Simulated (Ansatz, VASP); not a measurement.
**Zr in VASP and in Ansatz**

File INCAR:

```
PREC = Accurate ; ENCUT = 500
EDIFF = 1E-6 ; ISMEAR = 0
SIGMA = 0.1 ; LREAL = False
LASPH = True ; NELM = 120
ALGO = Normal ; ISIF = 2
LWAVE = False ; LCHARG = True
GGA = PE ; LELF = True
LVHAR = True ; NBANDS = 12
GGA_COMPAT = False
```

The input KPOINTS:

```
Automatic mesh
0
Gamma
  9 9 9
```

Contents of POSCAR:

```
Zr
1.0
    0.0000000000      2.2736372088      2.2736372088
    2.2736372088      0.0000000000      2.2736372088
    2.2736372088      2.2736372088      0.0000000000
Zr
1
Direct
    0.0000000000      0.0000000000      0.0000000000
```

Input for Ansatz:

```yaml
crystal:
  lattice:
    - [0.0, 2.2736372088084127, 2.2736372088084127]
    - [2.2736372088084127, 0.0, 2.2736372088084127]
    - [2.2736372088084127, 2.2736372088084127, 0.0]
  atoms:
    - { symbol: Zr, position: [0.0, 0.0, 0.0] }
basis:
  ecutwfc: 476.19925930478996
kpoints:
  mp_grid:
    grid: [9, 9, 9]
hamiltonian:
  xc: pbe
scf:
  occupations:
    method: gaussian
    width: 0.1
output:
  stress: true
```

Alike in both runs: task single point; functional PBE; k mesh 9 × 9 × 9; occupations gaussian, width 0.1 eV; no spin polarisation.

```csv
,VASP,Ansatz
version,VASP 6.6.1,Ansatz 0.2.0
potentials or method,"VASP PAW PBE potentials, release 64 (Zr_sv), cutoff 500 eV","plane waves, PAW"
valence electrons in the cell,12,12
```

|  | VASP | Ansatz | Ansatz less VASP |
| --- | --- | --- | --- |
| pressure (GPa) | -0.9 | -0.9 | -0.04 |
